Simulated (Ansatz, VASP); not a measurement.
# CdSe in VASP and in Ansatz

Contents of INCAR:

```
SYSTEM = CdSe
PREC = Accurate
ENCUT = 520
EDIFF = 1E-6
ISMEAR = 0
SIGMA = 0.05
LREAL = .FALSE.
LASPH = .TRUE.
NELM = 60
ALGO = Normal
ISIF = 2
LWAVE = .FALSE.
LCHARG = .FALSE.
GGA = PE
NBANDS = 16
```

The input KPOINTS:

```
regular mesh
0
G
  10 10 10
  0 0 0
```

Contents of POSCAR:

```
CdSe
1.0
    0.0000000000      3.2555722946      3.2555722946
    3.2555722946      0.0000000000      3.2555722946
    3.2555722946      3.2555722946      0.0000000000
Cd Se
1 1
Direct
    0.0000000000      0.0000000000      0.0000000000
    0.7500000000      0.7500000000      0.7500000000
```

Input for Ansatz:

```yaml
crystal:
  lattice:
    - [0.0, 3.2555722946, 3.2555722946]
    - [3.2555722946, 0.0, 3.2555722946]
    - [3.2555722946, 3.2555722946, 0.0]
  atoms:
    - { symbol: Cd, position: [0.0, 0.0, 0.0] }
    - { symbol: Se, position: [0.75, 0.75, 0.75] }
basis:
  ecutwfc: 420
kpoints:
  mp_grid: { grid: [10, 10, 10] }
hamiltonian:
  xc: pbe
scf:
  occupations: { method: gaussian, width: 0.05 }
output:
  forces: true
  stress: true
  eigenvalues: true
```

Alike in both runs: task single point; functional PBE; k mesh 10 × 10 × 10; occupations gaussian, width 0.05 eV; no spin polarisation.

```csv
,VASP,Ansatz
version,VASP 6.6.1,Ansatz 0.2.0
potentials or method,"VASP PAW PBE potentials, release 64 (Cd, Se), cutoff 520 eV","scalar-relativistic, plane waves, PAW"
valence electrons in the cell,18,36
```

|  | VASP | Ansatz | Ansatz less VASP |
| --- | --- | --- | --- |
| gap on the k mesh at the Fermi level (eV) | 0.19 | 0.19 | +0.004 |
| least direct gap on the mesh (eV) | 0.19 | 0.19 | +0.004 |
| pressure (GPa) | -4.6 | -4.7 | -0.14 |

VASP's potentials hold 18 valence electrons a cell and Ansatz's 36, so a difference there can come from the potentials and not from the codes.
